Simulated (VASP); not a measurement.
A run of VASP 6.6.1 is set up as follows.

The input INCAR:

```
SYSTEM = Ga3Sb2P
  PREC = Accurate
  ENCUT = 520
  EDIFF = 1E-7
  ISMEAR = -1
  SIGMA = 0.02
  LREAL = .False.
  LASPH = .True.
  NELM = 60
  ALGO = Normal
  ISIF = 2
  LWAVE = .False.
  LCHARG = .False.
  GGA = PE
  NBANDS = 36
```

The input KPOINTS:

```
Automatic mesh
0
Gamma
  8 8 8
  0 0 0
```

File POSCAR:

```
Ga3Sb2P
1.0
   -2.1129343544      2.1129343544      8.9758568747
    2.1129343544     -2.1129343544      8.9758568747
    2.1129343544      2.1129343544     -8.9758568747
P Ga Sb
1 3 2
Direct
    0.0000000000      0.0000000000      0.0000000000
    0.5720303107      0.0720303107      0.5000000000
    0.2500000000      0.7500000000      0.5000000000
    0.9279696893      0.4279696893      0.5000000000
    0.6611848893      0.6611848893      0.0000000000
    0.3388151107      0.3388151107      0.0000000000
```

Potentials or basis: VASP PAW PBE potentials, release 64 (P, Ga_d, Sb).

Command:

```sh
$ cat potpaw_PBE.64/P/POTCAR potpaw_PBE.64/Ga_d/POTCAR potpaw_PBE.64/Sb/POTCAR > POTCAR
$ mpirun -np 1 vasp_std > vasp.out
```

Question: Predict the pressure.

Answer: 0.1 GPa.

Question: What does it give for the band gap on the k mesh?

Answer: Zero (filled and empty bands touch).

Question: What does it give for the largest force?

Answer: 0.005 eV/Å.

Forces in eV/Å, atoms in the order of the input:
```
P    0.000  0.000  0.000
Ga   0.000  0.000 -0.005
Ga   0.000  0.000  0.000
Ga   0.000  0.000  0.005
Sb   0.000  0.000  0.000
Sb   0.000  0.000  0.000
```

Caveat: semilocal functionals underestimate gaps, and a narrow one can read as zero; spin-orbit coupling is left out, which moves the levels of the heavy elements.
